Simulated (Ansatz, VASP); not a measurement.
One calculation of Zr2AlN3, two programs

```
Zr Al N
1.0
     3.38097    0.00000    0.00000
    -1.69049    2.92801    0.00000
     0.00000    0.00000   16.72436
Zr Al N
4 2 6
Direct
  0.33333 0.66667 0.98410
  0.33333 0.66667 0.34239
  0.66667 0.33333 0.16476
  0.66667 0.33333 0.51729
  0.33333 0.66667 0.67978
  0.66667 0.33333 0.81961
  0.33333 0.66667 0.10763
  0.33333 0.66667 0.47333
  0.33333 0.66667 0.79413
  0.66667 0.33333 0.29056
  0.66667 0.33333 0.65230
  0.66667 0.33333 0.93412
```

Alike in both runs: task single point; functional PBE; k mesh 6 × 6 × 1; occupations gaussian, width 0.1 eV; collinear spin.

|  | VASP | Ansatz |
| --- | --- | --- |
| version | VASP 6.6.1 | Ansatz 0.2.0 |
| potentials or method | VASP PAW PBE potentials, release 64 (Zr_sv, Al, N), cutoff 520 eV | scalar-relativistic, plane waves, PAW |
| valence electrons in the cell | 84 | 84 |

Ansatz gave:

| Property | Result |
| --- | --- |
| gap on the k mesh at the Fermi level (eV) | none |
| pressure (GPa) | 0.1 |
| traceless stress, the component that is largest in VASP (GPa) | 0.16 |
| rms of the force components (eV/Å) | 0.005 |
| net moment per atom (μB) | 0.00 |

Estimate VASP's values.

gap on the k mesh at the Fermi level (eV): none; pressure (GPa): 0.2; traceless stress, the component that is largest in VASP (GPa): 0.19; rms of the force components (eV/Å): 0.006; net moment per atom (μB): 0.00.

Atom by atom the forces differ by 0.005 eV/Å (rms over components). A gap of «none» marks a metal or a gap that the smearing closes. The functional is the same, so the differences come from potentials, cutoffs and numerics. Ansatz's warnings: seeded moment not kept.

The k mesh is coarse, so the values compare programs but aren't converged.
